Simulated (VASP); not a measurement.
# PbO2 (Fm-3m) in VASP: a series of runs

The runs below take PbO2 through single point, with LDA+U, PBE+U.

All numbers are computed with VASP 6.6.1; they aren't measurements. Logs are shortened: lines on timing, memory, paths and dates and some standing lists are left out, and cuts for length are marked.

## Step 1: The cell of the first run

It takes space group Fm-3m (No. 225, cubic). Conventional cell: a = 5.404 Å, b = 5.404 Å, c = 5.404 Å, α = 90.00°, β = 90.00°, γ = 90.00°. Pb (site symmetry m-3m) has 8 O at 2.34 Å within 3.1 Å. Within 3.1 Å of O (site symmetry -43m) lie 4 Pb at 2.34 Å and 6 O at 2.70 Å.

## Step 2: Single point, LDA+U, collinear spin, ferromagnetic start

INCAR reads:

```
SYSTEM = PbO2
  PREC = Accurate
  ENCUT = 600
  EDIFF = 1E-6
  ISMEAR = 0
  SIGMA = 0.1
  LREAL = .False.
  LASPH = .True.
  NELM = 200
  ALGO = Normal
  ISIF = 2
  LWAVE = .False.
  LCHARG = .False.
  ISPIN = 2
  MAGMOM = -0.01 0.16 0.16
  LORBIT = 11
  LDAU = .True.
  LDAUTYPE = 2
  LDAUL = -1 1
  LDAUU = 0 5.3
  LDAUJ = 0 0
  LDAUPRINT = 1
  NBANDS = 24
  GGA_COMPAT = .False.
```

KPOINTS reads:

```
Automatic mesh
0
Gamma
  2 2 2
  0 0 0
```

POSCAR reads:

```
PbO2
1.0
    0.0000000000      2.7019920000      2.7019920000
    2.7019920000      0.0000000000      2.7019920000
    2.7019920000      2.7019920000      0.0000000000
Pb O
1 2
Direct
    0.0000000000      0.0000000000      0.0000000000
    0.2500000000      0.2500000000      0.2500000000
    0.7500000000      0.7500000000      0.7500000000
```

Potentials or basis: VASP PAW LDA potentials, release 64 (Pb_d, O).

Command:

```
$ cat potpaw_LDA.64/Pb_d/POTCAR potpaw_LDA.64/O/POTCAR > POTCAR
$ mpirun -np 1 vasp_std > vasp.out
```

OUTCAR:

```text
SYSTEM = PbO2
   PREC = Accurate
   ENCUT = 600
   EDIFF = 1E-6
   ISMEAR = 0
   LREAL = .False.
   LASPH = .True.
   NELM = 200
   ISIF = 2
   ISPIN = 2
   LORBIT = 11

 ion  position               nearest neighbor table
   1  0.000  0.000  0.000-   3 2.34   3 2.34   3 2.34   2 2.34   2 2.34   2 2.34   3 2.34   2 2.34

   2  0.250  0.250  0.250-   1 2.34   1 2.34   1 2.34   1 2.34
   3  0.750  0.750  0.750-   1 2.34   1 2.34   1 2.34   1 2.34

  LATTYP: Found a face centered cubic cell.
 ALAT       =     5.4039840000

  Lattice vectors:

 A1 = (   0.0000000000,   2.7019920000,   2.7019920000)
 A2 = (   2.7019920000,   0.0000000000,   2.7019920000)
 A3 = (   2.7019920000,   2.7019920000,   0.0000000000)

Analysis of symmetry for initial positions (statically):
=====================================================================
 Subroutine PRICEL returns:
 Original cell was already a primitive cell.

 Routine SETGRP: Setting up the symmetry group for a
 face centered cubic supercell.

 Subroutine GETGRP returns: Found 48 space group operations
 (whereof 48 operations were pure point group operations)
 out of a pool of 48 trial point group operations.

The static configuration has the point symmetry O_h .

Analysis of symmetry for dynamics (positions and initial velocities):
=====================================================================
 Subroutine PRICEL returns:
 Original cell was already a primitive cell.

 Routine SETGRP: Setting up the symmetry group for a
 face centered cubic supercell.

 Subroutine GETGRP returns: Found 48 space group operations
 (whereof 48 operations were pure point group operations)
 out of a pool of 48 trial point group operations.

The dynamic configuration has the point symmetry O_h .

Analysis of structural, dynamic, and magnetic symmetry:
=====================================================================
 Subroutine PRICEL returns:
 Original cell was already a primitive cell.

 Routine SETGRP: Setting up the symmetry group for a
 face centered cubic supercell.

 Subroutine GETGRP returns: Found 48 space group operations
 (whereof 48 operations were pure point group operations)
 out of a pool of 48 trial point group operations.

The overall configuration has the point symmetry O_h .

 Subroutine INISYM returns: Found 48 space group operations
 (whereof 48 operations are pure point group operations),
 and found     1 'primitive' translations

----------------------------------------------------------------------------------------

                                     Primitive cell
[... 101 lines left out ...]
   LHFCALC =     F    Hartree Fock is set to
   AEXX    =    0.0000 exact exchange contribution
   IVDW    =     0    specifies the selected vdW correction
   LEPSILON=     F    determine dielectric tensor
   LRPA    =     F    only Hartree local field effects (RPA)
 spin polarized calculation
 Gauss-broadening in eV      SIGMA  =   0.10
  energy-cutoff  :      600.00
  volume of cell :       39.45
 maximum number of plane-waves:      1363
 NGX is ok and might be reduce to    32
   NGX = 15   NGY = 15   NGZ = 15

 number of electron      25.9999996 magnetization       0.2500692

 Free energy of the ion-electron system (eV)
  ---------------------------------------------------
  ext. energy  EPLUGINS =         0.00000000
  ---------------------------------------------------
  free energy    TOTEN  =       -10.19744784 eV

  energy without entropy =      -10.17694074  energy(sigma->0) =      -10.18719429

 E-fermi :   5.2916     XC(G=0): -11.6584

 val. band max:        5.2587597418   @ k =   0.5000   0.5000   0.0000
 cond. band min:       6.7606006195   @ k =   0.5000   0.5000   0.0000
 fundamental gap:      1.5018408777
 Fermi energy:         5.2915957047

 spin component 1

 k-point     1 :       0.0000    0.0000    0.0000
  band No.  band energies     occupation
      1     -12.9456      1.00000
      2     -10.2609      1.00000
      3     -10.2609      1.00000
      4     -10.2609      1.00000
      5     -10.0013      1.00000
      6     -10.0013      1.00000
[... 70 lines left out ...]
     23      27.4226      0.00000
     24      29.9822      0.00000
 Fermi energy:         5.2915957047

 spin component 2

 k-point     1 :       0.0000    0.0000    0.0000
  band No.  band energies     occupation
      1     -12.7859      1.00000
      2     -10.2586      1.00000
      3     -10.2586      1.00000
      4     -10.2586      1.00000
      5     -10.0084      1.00000
      6     -10.0084      1.00000
[... 70 lines left out ...]
     23      27.4018      0.00000
     24      29.9972      0.00000

------------------------ aborting loop because EDIFF is reached ----------------------------------------

  FORCE on cell =-STRESS in cart. coord.  units (eV):
  Direction    XX          YY          ZZ          XY          YZ          ZX
  --------------------------------------------------------------------------------------
  -------------------------------------------------------------------------------------
  Total       -2.1116194     -2.1116194     -2.1116194      0.0000000      0.0000000      0.0000000
  in kB      -85.7519615    -85.7519615    -85.7519615      0.0000000      0.0000000      0.0000000
  external PRESSURE =     -85.7519615 kB  Pullay stress =       0.0000000 kB

 VOLUME and BASIS-vectors are now :
 -----------------------------------------------------------------------------
  energy-cutoff  :      600.00
  volume of cell :       39.45
      direct lattice vectors                 reciprocal lattice vectors
     0.000000000  2.701992000  2.701992000    -0.185048660  0.185048660  0.185048660
     2.701992000  0.000000000  2.701992000     0.185048660 -0.185048660  0.185048660
     2.701992000  2.701992000  0.000000000     0.185048660  0.185048660 -0.185048660

 POSITION                                       TOTAL-FORCE (eV/Angst)
 -----------------------------------------------------------------------------------
      0.00000      0.00000      0.00000         0.000000     -0.000000      0.000000
      1.35100      1.35100      1.35100        -0.000000     -0.000000     -0.000000
      4.05299      4.05299      4.05299         0.000000      0.000000      0.000000
 -----------------------------------------------------------------------------------
    total drift:                                0.000000     -0.000000      0.000000

  FREE ENERGIE OF THE ION-ELECTRON SYSTEM (eV)
  ---------------------------------------------------
  free  energy   TOTEN  =       -10.1974478410 eV

  energy  without entropy=      -10.1769407376  energy(sigma->0) =      -10.18719429

 total charge

# of ion       s       p       d       tot
------------------------------------------
    1        1.097   0.650   9.975  11.722
    2        1.581   3.335   0.000   4.916
    3        1.581   3.335   0.000   4.916
--------------------------------------------------
tot          4.260   7.320   9.975  21.554

 magnetization (x)

# of ion       s       p       d       tot
------------------------------------------
    1       -0.012  -0.017   0.004  -0.025
    2        0.001   0.128   0.000   0.129
    3        0.001   0.128   0.000   0.129
--------------------------------------------------
tot         -0.010   0.239   0.004   0.233
```

OSZICAR:

```text
N       E                     dE             d eps       ncg     rms          rms(c)
DAV:   1     0.258357654211E+03    0.25836E+03   -0.13989E+04   312   0.141E+03
DAV:   2     0.959906578675E+01   -0.24876E+03   -0.23223E+03   328   0.394E+02
DAV:   3    -0.117994423962E+02   -0.21399E+02   -0.21121E+02   344   0.112E+02
DAV:   4    -0.123874024080E+02   -0.58796E+00   -0.58610E+00   336   0.182E+01
DAV:   5    -0.124058349802E+02   -0.18433E-01   -0.18431E-01   392   0.335E+00    0.852E+00
DAV:   6    -0.102457918806E+02    0.21600E+01   -0.57878E+00   424   0.273E+01    0.251E+00
DAV:   7    -0.102258869811E+02    0.19905E-01   -0.35030E-01   304   0.429E+00    0.153E+00
DAV:   8    -0.102001306552E+02    0.25756E-01   -0.83330E-02   336   0.241E+00    0.529E-01
DAV:   9    -0.101971863517E+02    0.29443E-02   -0.10688E-02   392   0.935E-01    0.110E-01
DAV:  10    -0.101973914443E+02   -0.20509E-03   -0.10582E-03   360   0.204E-01    0.697E-02
DAV:  11    -0.101974478105E+02   -0.56366E-04   -0.62277E-05   328   0.111E-01    0.217E-02
DAV:  12    -0.101974476058E+02    0.20469E-06   -0.19204E-05   368   0.300E-02    0.624E-03
DAV:  13    -0.101974478410E+02   -0.23523E-06   -0.10886E-06   248   0.127E-02
   1 F= -.10197448E+02 E0= -.10187194E+02  d E =-.205071E-01  mag=     0.2499
```

It took 6.6 s on 1 thread of Intel Xeon 6975P-C (Granite Rapids), shared host; peak memory 0.16 GiB.

What came out:

```yaml
Free_energy: -10.1974 eV
Pressure: -8.6 GPa
Net_moment: 0.25 μB per cell
Site_moments: Pb -0.03; O +0.13 μB
Valence_electrons_inside_the_program's_atomic_spheres: Pb 11.72; O 4.92
```

Levels at points of the mesh, in eV from the Fermi level:
Spin up:
| k point | band 9 | band 10 | band 11 | band 12 | band 13 | band 14 | band 15 | band 16 | band 17 | band 18 |
| --- | --- | --- | --- | --- | --- | --- | --- | --- | --- | --- |
| (0.00, 0.00, 0.00) | -2.22 | -2.22 | -2.22 | -1.49 | -1.49 | -1.49 | 6.80 | 6.80 | 6.80 | 11.40 |
| (0.50, 0.00, 0.00) | -3.51 | -3.02 | -3.02 | -1.67 | -1.67 | 2.33 | 6.83 | 9.28 | 9.28 | 14.12 |
| (0.50, 0.50, 0.00) | -4.71 | -4.71 | -0.55 | -0.44 | -0.44 | 1.47 | 6.11 | 9.02 | 10.53 | 10.53 |
Spin down:
| k point | band 9 | band 10 | band 11 | band 12 | band 13 | band 14 | band 15 | band 16 | band 17 | band 18 |
| --- | --- | --- | --- | --- | --- | --- | --- | --- | --- | --- |
| (0.00, 0.00, 0.00) | -1.89 | -1.89 | -1.89 | -1.13 | -1.13 | -1.13 | 6.80 | 6.80 | 6.80 | 11.39 |
| (0.50, 0.00, 0.00) | -3.25 | -2.72 | -2.72 | -1.33 | -1.33 | 2.64 | 6.99 | 9.37 | 9.37 | 14.13 |
| (0.50, 0.50, 0.00) | -4.46 | -4.46 | -0.14 | -0.03 | -0.03 | 1.65 | 6.14 | 9.13 | 10.69 | 10.69 |

Caveat: the k points lie up to 1.01 Å⁻¹ apart; spin-orbit coupling is left out, which moves the levels of the heavy elements. The state reached can hang on the start; a lower one may exist.

[end of part 1 of 2]
